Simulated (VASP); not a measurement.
# W (a cell with a defect) in VASP: single point with PBE+D3(BJ)

Aim: the single point of W (a cell with a defect) with PBE+D3(BJ).

Program: VASP 6.6.1. These are calculated values, not measurements. Logs are shortened: lines on timing, memory, paths and dates and some standing lists are left out, and cuts for length are marked.

## Step 1: The cell of the first run

The cell holds a defect, 15 atoms: a = 6.320 Å, b = 6.320 Å, c = 6.320 Å, α = 90.00°, β = 90.00°, γ = 90.00°.

## Step 2: Single point, PBE+D3(BJ)

File INCAR:

```
  PREC = Accurate
  ENCUT = 520
  EDIFF = 1E-6
  ISMEAR = 0
  SIGMA = 0.05
  LREAL = Auto
  LASPH = True
  NELM = 60
  ALGO = Normal
  ISIF = 2
  LWAVE = False
  LCHARG = False
  GGA = PE
  IVDW = 12
  NBANDS = 118
```

File KPOINTS:

```
regular mesh
0
Gamma
  3 3 3
```

File POSCAR:

```
W
1.0
    6.3200000000      0.0000000000      0.0000000000
    0.0000000000      6.3200000000      0.0000000000
    0.0000000000      0.0000000000      6.3200000000
W
15
Direct
   -0.1761879747      0.1756599684      0.1753840190
    0.4915463608     -0.0052863924     -0.0057289557
    0.0048357595      0.5081408228     -0.0056667722
    0.0049098101     -0.0053033228      0.5075773734
    0.2542087025      0.2534273734      0.2529621835
    0.5011848101      0.4984107595      0.0006143987
    0.5011063291      0.0010245253      0.4980563291
   -0.0014425633      0.4984340190      0.4980028481
    0.2455080696      0.7540985759      0.2519571203
    0.2455431962      0.2523946203      0.7536216772
    0.5015273734      0.4980621835      0.4976495253
    0.7461582278      0.7453079114      0.2530022152
    0.7462177215      0.2534071203      0.7449927215
    0.2439117089      0.7556574367      0.7552575949
    0.7472082278      0.7540856013      0.7536504747
```

Potentials or basis: VASP PAW PBE potentials, release 64 (W_sv).

Started as:

```console
$ cat potpaw_PBE.64/W_sv/POTCAR > POTCAR
$ mpirun -np 1 vasp_std > vasp.out
```

OUTCAR:

```text
PREC = Accurate
   ENCUT = 520
   EDIFF = 1E-6
   ISMEAR = 0
   LREAL = Auto
   LASPH = True
   NELM = 60
   ISIF = 2
   GGA = PE
   IVDW = 12
 IVDW          = 12

 ion  position               nearest neighbor table
   1  0.824  0.176  0.175-   4 2.65   2 2.65   3 2.65  12 2.81  13 2.81   5 2.81   7 3.09   6 3.09
                             8 3.09
   2  0.492  0.995  0.994-  14 2.65   1 2.65  15 2.69  10 2.72   9 2.72   5 2.76  13 2.78  12 2.78
                             7 3.14   6 3.14   6 3.18   7 3.18
   3  0.005  0.508  0.994-  14 2.65   1 2.65  10 2.69   9 2.72  15 2.72  12 2.76  13 2.78   5 2.78
                             8 3.14   6 3.14   6 3.18   8 3.18
   4  0.005  0.995  0.508-  14 2.65   1 2.65   9 2.69  10 2.72  15 2.72  13 2.76   5 2.78  12 2.78
                             7 3.14   8 3.14   8 3.18   7 3.18
   5  0.254  0.253  0.253-  11 2.69   6 2.72   7 2.72   8 2.72   2 2.76   4 2.78   3 2.78   1 2.81
                             9 3.16  10 3.16  10 3.16   9 3.16
   6  0.501  0.498  0.001-  12 2.72   5 2.72  13 2.72  10 2.73  15 2.73  14 2.77   9 2.78   1 3.09
                             2 3.14   3 3.14  11 3.14  11 3.18   3 3.18   2 3.18
   7  0.501  0.001  0.498-   5 2.72  13 2.72  12 2.72   9 2.73  15 2.73  14 2.77  10 2.78   1 3.09
                             4 3.14   2 3.14  11 3.14  11 3.18   2 3.18   4 3.18
   8  0.999  0.498  0.498-  12 2.72  13 2.72   5 2.72  10 2.73   9 2.73  14 2.77  15 2.78   1 3.09
                             4 3.14   3 3.14  11 3.14  11 3.18   3 3.18   4 3.18
   9  0.246  0.754  0.252-   4 2.69   3 2.72   2 2.72   7 2.73   8 2.73  11 2.77   6 2.78  14 3.14
                             5 3.16  12 3.16  12 3.16   5 3.16  14 3.18
  10  0.246  0.252  0.754-   3 2.69   2 2.72   4 2.72   8 2.73   6 2.73  11 2.76   7 2.78  14 3.14
                            13 3.16   5 3.16   5 3.16  13 3.16  14 3.18
  11  0.502  0.498  0.498-  12 2.69   5 2.69  13 2.69  10 2.76  15 2.77   9 2.77  14 2.82   8 3.14
                             6 3.14   7 3.14   7 3.18   6 3.18   8 3.18
  12  0.746  0.745  0.253-  11 2.69   6 2.72   8 2.72   7 2.72   3 2.76   4 2.78   2 2.78   1 2.81
                             9 3.16  15 3.16  15 3.16   9 3.16
  13  0.746  0.253  0.745-  11 2.69   8 2.72   7 2.72   6 2.72   4 2.76   2 2.78   3 2.78   1 2.81
                            15 3.16  10 3.16  10 3.16  15 3.16
  14  0.244  0.756  0.755-   3 2.65   2 2.65   4 2.65   7 2.77   8 2.77   6 2.77  11 2.82   9 3.14
                            15 3.14  10 3.14  10 3.18  15 3.18   9 3.18
  15  0.747  0.754  0.754-   2 2.69   3 2.72   4 2.72   7 2.73   6 2.73  11 2.77   8 2.78  14 3.14
                            13 3.16  12 3.16  12 3.16  13 3.16  14 3.18

  LATTYP: Found a simple cubic cell.
 ALAT       =     6.3200000000

  Lattice vectors:

 A1 = (   6.3200000000,   0.0000000000,   0.0000000000)
 A2 = (   0.0000000000,   6.3200000000,   0.0000000000)
 A3 = (   0.0000000000,   0.0000000000,   6.3200000000)

Analysis of symmetry for initial positions (statically):
=====================================================================
 Subroutine PRICEL returns:
 Original cell was already a primitive cell.

 Routine SETGRP: Setting up the symmetry group for a
 simple cubic supercell.

 Subroutine GETGRP returns: Found  1 space group operations
 (whereof  1 operations were pure point group operations)
 out of a pool of 48 trial point group operations.

The static configuration has the point symmetry C_1 .

Analysis of symmetry for dynamics (positions and initial velocities):
=====================================================================
 Subroutine PRICEL returns:
 Original cell was already a primitive cell.

 Routine SETGRP: Setting up the symmetry group for a
 simple cubic supercell.

 Subroutine GETGRP returns: Found  1 space group operations
 (whereof  1 operations were pure point group operations)
 out of a pool of 48 trial point group operations.

The dynamic configuration has the point symmetry C_1 .

 Subroutine INISYM returns: Found  1 space group operations
 (whereof  1 operations are pure point group operations),
 and found     1 'primitive' translations

----------------------------------------------------------------------------------------

                                     Primitive cell

  volume of cell :     252.4360

  direct lattice vectors                    reciprocal lattice vectors
     6.320000000  0.000000000  0.000000000     0.158227848  0.000000000  0.000000000
     0.000000000  6.320000000  0.000000000     0.000000000  0.158227848  0.000000000
     0.000000000  0.000000000  6.320000000     0.000000000  0.000000000  0.158227848

  length of vectors
     6.320000000  6.320000000  6.320000000     0.158227848  0.158227848  0.158227848

  position of ions in fractional coordinates (direct lattice)
     0.823812025  0.175659968  0.175384019
     0.491546361  0.994713608  0.994271044
     0.004835759  0.508140823  0.994333228
     0.004909810  0.994696677  0.507577373
     0.254208703  0.253427373  0.252962184
     0.501184810  0.498410759  0.000614399
     0.501106329  0.001024525  0.498056329
     0.998557437  0.498434019  0.498002848
     0.245508070  0.754098576  0.251957120
     0.245543196  0.252394620  0.753621677
     0.501527373  0.498062183  0.497649525
     0.746158228  0.745307911  0.253002215
     0.746217722  0.253407120  0.744992721
     0.243911709  0.755657437  0.755257595
     0.747208228  0.754085601  0.753650475

  ion indices of the primitive-cell ions
   primitive index   ion index
                 1           1
                 2           2
                 3           3
                 4           4
                 5           5
                 6           6
                 7           7
                 8           8
                 9           9
                10          10
                11          11
                12          12
                13          13
                14          14
                15          15

----------------------------------------------------------------------------------------

 KPOINTS: regular mesh

Automatic generation of k-mesh.
 Grid dimensions read from file:
 generate k-points for:    3    3    3

 Generating k-lattice:

  Cartesian coordinates                     Fractional coordinates (reciprocal lattice)
     0.052742616  0.000000000  0.000000000     0.333333333  0.000000000  0.000000000
     0.000000000  0.052742616  0.000000000     0.000000000  0.333333333  0.000000000
     0.000000000  0.000000000  0.052742616     0.000000000  0.000000000  0.333333333

  Length of vectors
     0.052742616  0.052742616  0.052742616

  Shift w.r.t. Gamma in fractional coordinates (k-lattice)
     0.000000000  0.000000000  0.000000000

 Subroutine IBZKPT returns following result:
 ===========================================

 Found     14 irreducible k-points:

 Following reciprocal coordinates:
            Coordinates               Weight
  0.000000  0.000000  0.000000      1.000000
  0.333333  0.000000  0.000000      2.000000
  0.000000  0.333333  0.000000      2.000000
  0.000000  0.000000  0.333333      2.000000
  0.333333  0.333333  0.000000      2.000000
  0.000000  0.333333  0.333333      2.000000
  0.333333  0.000000  0.333333      2.000000
 -0.333333  0.333333  0.000000      2.000000
 -0.333333  0.000000  0.333333      2.000000
  0.000000 -0.333333  0.333333      2.000000
  0.333333  0.333333  0.333333      2.000000
 -0.333333  0.333333  0.333333      2.000000
 -0.333333 -0.333333  0.333333      2.000000
  0.333333 -0.333333  0.333333      2.000000
   k-points           NKPTS =     14   k-points in BZ     NKDIM =     14   number of bands    NBANDS=    118
   number of dos      NEDOS =    301   number of ions     NIONS =     15
   total plane-waves  NPLWV = 110592
   dimension x,y,z NGX =    48 NGY =   48 NGZ =   48
   dimension x,y,z NGXF=    96 NGYF=   96 NGZF=   96
   ions per type =              15
   NGX,Y,Z   is equivalent  to a cutoff of  12.63, 12.63, 12.63 a.u.
   NGXF,Y,Z  is equivalent  to a cutoff of  25.25, 25.25, 25.25 a.u.
 SYSTEM =  unknown system
   PREC   = accura    normal or accurate (medium, high low for compatibility)
   ISTART =      0    job   : 0-new  1-cont  2-samecut
   ICHARG =      2    charge: 1-file 2-atom 10-const
   ISPIN  =      1    spin polarized calculation?
   LNONCOLLINEAR =      F non collinear calculations
   LSORBIT =      F    spin-orbit coupling
   LASPH  =      T    aspherical Exc in radial PAW
   ENCUT  =  520.0 eV  38.22 Ry    6.18 a.u.  11.75 11.75 11.75*2*pi/ulx,y,z
   NELM   =     60;   NELMIN=  2; NELMDL= -5     # of ELM steps
   EDIFF  = 0.1E-05   stopping-criterion for ELM
   LREAL  =      T    real-space projection
   EDIFFG = 0.1E-04   stopping-criterion for IOM
   NSW    =      0    number of steps for IOM
   IBRION =     -1    ionic relax: 0-MD 1-quasi-New 2-CG
   NFREE  =      0    steps in history (QN), initial steepest desc. (CG)
   ISIF   =      2    stress and relaxation
   ISYM   =      2    0-nonsym 1-usesym 2-fastsym
   POTIM  = 0.5000    time-step for ionic-motion
   TEBEG  =    0.0;   TEEND  =   0.0 temperature during run
   PSTRESS=    0.0 pullay stress
   NELECT =     210.0000    total number of electrons
   NUPDOWN=      -1.0000    fix difference up-down
   EMIN   =  10.00;   EMAX   =-10.00  energy-range for DOS
   EFERMI =   0.00;   METHOD = LEGACY
   ISMEAR =     0;   SIGMA  =   0.05  broadening in eV -4-tet -1-fermi 0-gaus
   EFERMI_NEDOS =   21; number of points for ismear=-14 and -15
   IALGO  =     38    algorithm
   IMIX   =      4    mixing-type and parameters
     AMIX     =   0.40;   BMIX     =  1.00
     AMIX_MAG =   1.60;   BMIX_MAG =  1.00
  volume/ion in A,a.u.               =      16.83       113.57
  Fermi-wavevector in a.u.,A,eV,Ry     =   1.539681  2.909576 32.254225  2.370619
  Thomas-Fermi vector in A             =   2.645875
   LORBIT       =      0    0 simple, 1 ext, 2 COOP (PROOUT), +10 PAW based schemes
   GGA     = PE    functional components
   LHFCALC =     F    Hartree Fock is set to
   AEXX    =    0.0000 exact exchange contribution
   IVDW    =    12    specifies the selected vdW correction
   LEPSILON=     F    determine dielectric tensor
   LRPA    =     F    only Hartree local field effects (RPA)
 non-spin polarized calculation
 Gauss-broadening in eV      SIGMA  =   0.05
  energy-cutoff  :      520.00
  volume of cell :      252.44
 maximum number of plane-waves:      6859
   NGX = 23   NGY = 23   NGZ = 23

 number of electron     210.0000013 magnetization

 Free energy of the ion-electron system (eV)
  ---------------------------------------------------
  ext. energy  EPLUGINS =         0.00000000
  ---------------------------------------------------
  free energy    TOTEN  =      -189.46281637 eV

  energy without entropy =     -189.44379484  energy(sigma->0) =     -189.45330561

 E-fermi :  10.2984     XC(G=0): -13.2292

 val. band max:       10.2755454729   @ k =  -0.3333  -0.3333   0.3333
 cond. band min:      10.3008569890   @ k =   0.0000   0.0000   0.3333
 fundamental gap:      0.0253115161
 Fermi energy:        10.2983669002

 k-point     1 :       0.0000    0.0000    0.0000
  band No.  band energies     occupation
      1     -63.7914      2.00000
      2     -63.6165      2.00000
      3     -63.5533      2.00000
      4     -63.5531      2.00000
      5     -63.5437      2.00000
      6     -63.5435      2.00000
[... 109 lines left out ...]
    116      12.1369      0.00000
    117      12.4081      0.00000
[... 1558 lines left out ...]
    116      12.4510      0.00000
    117      12.5234      0.00000
 [bands above 117 left out]

------------------------ aborting loop because EDIFF is reached ----------------------------------------

 Edisp (eV)   -9.80811

 E8    (eV) :    -5.0271

  FORCE on cell =-STRESS in cart. coord.  units (eV):
  Direction    XX          YY          ZZ          XY          YZ          ZX
  --------------------------------------------------------------------------------------
  -------------------------------------------------------------------------------------
  Total      -8.98449    -8.98935    -8.98050     3.43379    -3.43395     3.42869
  in kB     -57.02335   -57.05420   -56.99803    21.79379   -21.79480    21.76143
  external pressure =      -57.03 kB  Pullay stress =        0.00 kB

 VOLUME and BASIS-vectors are now :
 -----------------------------------------------------------------------------
  energy-cutoff  :      520.00
  volume of cell :      252.44
      direct lattice vectors                 reciprocal lattice vectors
     6.320000000  0.000000000  0.000000000     0.158227848  0.000000000  0.000000000
     0.000000000  6.320000000  0.000000000     0.000000000  0.158227848  0.000000000
     0.000000000  0.000000000  6.320000000     0.000000000  0.000000000  0.158227848

 POSITION                                       TOTAL-FORCE (eV/Angst)
 -----------------------------------------------------------------------------------
      5.20649      1.11017      1.10843        -0.970682      0.981494      0.970277
      3.10657      6.28659      6.28379         0.018827     -0.095262     -0.091180
      0.03056      3.21145      6.28419         0.098902     -0.033050     -0.099345
      0.03103      6.28648      3.20789         0.088353     -0.092376     -0.013880
      1.60660      1.60166      1.59872         0.004509     -0.106689     -0.106906
      3.16749      3.14996      0.00388         0.024733     -0.026818     -0.122390
      3.16699      0.00647      3.14772         0.034847     -0.122404     -0.031974
      6.31088      3.15010      3.14738         0.122331     -0.029939     -0.025625
      1.55161      4.76590      1.59237         0.029395     -0.029675     -0.094102
      1.55183      1.59513      4.76289         0.024707     -0.091541     -0.023594
      3.16965      3.14775      3.14514         0.138887     -0.141262     -0.137510
      4.71572      4.71035      1.59897         0.104427      0.000700     -0.106308
      4.71610      1.60153      4.70835         0.105484     -0.106330     -0.008345
      1.54152      4.77575      4.77323         0.081280     -0.077579     -0.081253
      4.72236      4.76582      4.76307         0.093999     -0.029270     -0.027866
 -----------------------------------------------------------------------------------
    total drift:                               -0.001300     -0.000348     -0.000469

  FREE ENERGIE OF THE ION-ELECTRON SYSTEM (eV)
  ---------------------------------------------------
  free  energy   TOTEN  =      -199.2709249437 eV

  energy  without entropy=     -199.2519034164  energy(sigma->0) =     -199.26141418
```

It took 28 min on 1 thread of Intel Xeon 8259CL, shared host; peak memory 0.48 GiB.

What came out:

```yaml
Free_energy: -199.2709 eV
Pressure: -5.7 GPa
Largest_force: 1.687 eV/Å
Band_gap_on_the_k_mesh: zero (bands 105 and 106 overlap by 0.15 eV)
Dispersion_energy_per_atom: -0.654 eV
```

Forces on the atoms (eV/Å):
```
W   -0.971  0.981  0.970
W    0.019 -0.095 -0.091
W    0.099 -0.033 -0.099
W    0.088 -0.092 -0.014
W    0.005 -0.107 -0.107
W    0.025 -0.027 -0.122
W    0.035 -0.122 -0.032
W    0.122 -0.030 -0.026
W    0.029 -0.030 -0.094
W    0.025 -0.092 -0.024
W    0.139 -0.141 -0.138
W    0.104  0.001 -0.106
W    0.105 -0.106 -0.008
W    0.081 -0.078 -0.081
W    0.094 -0.029 -0.028
```

Caveat: spin-orbit coupling is left out, which moves the levels of the heavy elements.

The gap in the log of VASP goes by the Fermi energy; the results here count the filled bands.